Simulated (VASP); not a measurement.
## Ga4As5: single point with PBE

The system is Ga4As5, a slab with vacuum.

```
CELL_PARAMETERS angstrom
3.99777 0.00000 0.00000
0.00000 3.99777 0.00000
0.00000 0.00000 28.30740
ATOMIC_POSITIONS crystal
As 0.00000 0.50000 0.30027
As 0.50000 0.00000 0.40014
As 0.00000 0.50000 0.50213
As 0.50000 0.00000 0.60540
As 0.00000 0.50000 0.70922
Ga 0.50000 0.50000 0.35021
Ga 0.00000 0.00000 0.45007
Ga 0.50000 0.50000 0.55405
Ga 0.00000 0.00000 0.65804
```

* Program: VASP 6.6.1
* Task: single point
* Functional: PBE
* Potentials or basis: VASP PAW PBE potentials, release 64 (As, Ga_d)
* Cutoff: 520 eV
* k mesh: 7 × 7 × 1
* Occupations: gaussian, width 0.05 eV
* Spin: no spin polarisation

| Property | Result |
| --- | --- |
| Largest force | 0.285 eV/Å |
| Band gap on the k mesh | zero (an odd number of electrons rules out a gap without spin polarisation) |

Forces in eV/Å, atoms in the order of the input:
```
As   0.000  0.000 -0.218
As   0.000  0.000  0.209
As   0.000  0.000  0.008
As   0.000  0.000  0.015
As   0.000  0.000  0.037
Ga   0.000  0.000 -0.285
Ga   0.000  0.000  0.272
Ga   0.000  0.000 -0.022
Ga   0.000  0.000 -0.016
```

Levels at points of the mesh, in eV from the Fermi level:
```tsv
k point	band 36	band 37	band 38	band 39	band 40	band 41
(0.00, 0.00, 0.00)	0.07	0.10	0.27	1.23	1.23	1.87
```

It took 13 min on 1 thread of Intel(R) Xeon(R) Platinum 8259CL CPU @ 2.50GHz (Skylake/Cascade Lake) (shared host), peak memory 0.59 GiB.
